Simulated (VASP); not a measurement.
Sc3SnB, 5 atoms in the cell. Symmetry: Pm-3m, No. 221, cubic system. Conventional cell: a = 4.571 Å, b = 4.571 Å, c = 4.571 Å, α = 90.00°, β = 90.00°, γ = 90.00°. Sc (site symmetry 4/mmm) has 2 B at 2.29 Å within 3.0 Å. Within 4.3 Å of Sn (site symmetry m-3m) lie 12 Sc at 3.23 Å and 8 B at 3.96 Å. B (site symmetry m-3m) has 6 Sc at 2.29 Å within 3.0 Å. 

```yaml
Program: VASP 6.6.1
Task: relaxation of cell and atoms
Functional: PBEsol
Dispersion: D3(BJ)
Potentials_or_basis: VASP PAW PBE potentials, release 64 (Sc_sv, Sn_d, B)
Cutoff: 600 eV
k_mesh: 4 × 4 × 4, shifted
Occupations: methfessel-paxton, width 0.01 eV
Spin: no spin polarisation
Dipole_correction: no
Further_INCAR_settings: ALGO = Normal; EDIFF = 1e-06; IBRION = 2; EDIFFG = -0.01; NSW = 100; ISIF = 3
```

Potentials or basis: VASP PAW PBE potentials, release 64 (Sc_sv, Sn_d, B).

Command:

```sh
$ cat potpaw_PBE.64/Sc_sv/POTCAR potpaw_PBE.64/Sn_d/POTCAR potpaw_PBE.64/B/POTCAR > POTCAR
$ mpirun -np 1 vasp_std > vasp.out
```

Hardware: 1 thread of Intel(R) Xeon(R) Platinum 8259CL CPU @ 2.50GHz (Skylake/Cascade Lake) (shared host).

**Question.** How long does it take, and how much memory?

**Answer.** Run time: 56 s on 1 thread of Intel(R) Xeon(R) Platinum 8259CL CPU @ 2.50GHz (Skylake/Cascade Lake), on a shared host, peak memory 0.26 GiB. Counts: scf iterations 28, k points 4, ion steps 3.
